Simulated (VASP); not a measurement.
Wanted: the native input for a VASP 6.6.1 run.

```
Task                   : relaxation of cell and atoms
Functional             : PBE
Potentials or basis    : VASP PAW PBE potentials, release 64 (Al)
Cutoff                 : 600 eV
k mesh                 : 14 × 14 × 14
Occupations            : gaussian, width 0.1 eV
Spin                   : no spin polarisation
Dipole correction      : no
Further INCAR settings : ALGO = Normal; EDIFF = 1e-06; IBRION = 2; EDIFFG = -0.01; NSW = 100; ISIF = 3
```

The structure of Al lies in POSCAR:

```
Al
1.0
    0.0000000000      3.0942446632      3.0942446632
    3.0942446632      0.0000000000      3.0942446632
    3.0942446632      3.0942446632      0.0000000000
Al
3
Direct
    0.5000000000      0.5000000000      0.5000000000
    0.2500000000      0.2500000000      0.2500000000
    0.7500000000      0.7500000000      0.7500000000
```

The cell was built from a structure type or drawn by symmetry, and may not be a known phase.

These files were run (other wordings do the same):

INCAR

```
SYSTEM = Al
  PREC = Accurate
  ENCUT = 600
  EDIFF = 1E-6
  ISMEAR = 0
  SIGMA = 0.1
  LREAL = .FALSE.
  LASPH = .TRUE.
  NELM = 60
  ALGO = Normal
  ISIF = 3
  LWAVE = .FALSE.
  LCHARG = .FALSE.
  GGA = PE
  IBRION = 2
  NSW = 100
  EDIFFG = -0.01
```

KPOINTS

```
Automatic mesh
0
G
  14 14 14
  0 0 0
```

Potentials or basis: VASP PAW PBE potentials, release 64 (Al).

Launch:

```console
$ cat potpaw_PBE.64/Al/POTCAR > POTCAR
$ mpirun -np 1 vasp_std > vasp.out
```

Results of the run:

```json
{
  "Relaxed volume": "19.97 Å³/atom",
  "Relaxed cell": "a = 4.392 Å, b = 4.392 Å, c = 4.392 Å, α = 60.00°, β = 60.00°, γ = 60.00°",
  "Space group after relaxing (to 0.1 Å)": "Fm-3m (No. 225)",
  "Energy gained by relaxing": "0.5 meV/atom",
  "Ionic steps": "3",
  "Pressure after relaxing": "0.0 GPa",
  "Band gap on the k mesh": "zero (an odd number of electrons rules out a gap without spin polarisation)"
}
```

It took 2.1 min on 1 thread of Intel Xeon 8259CL, on a shared host, peak memory 0.23 GiB.
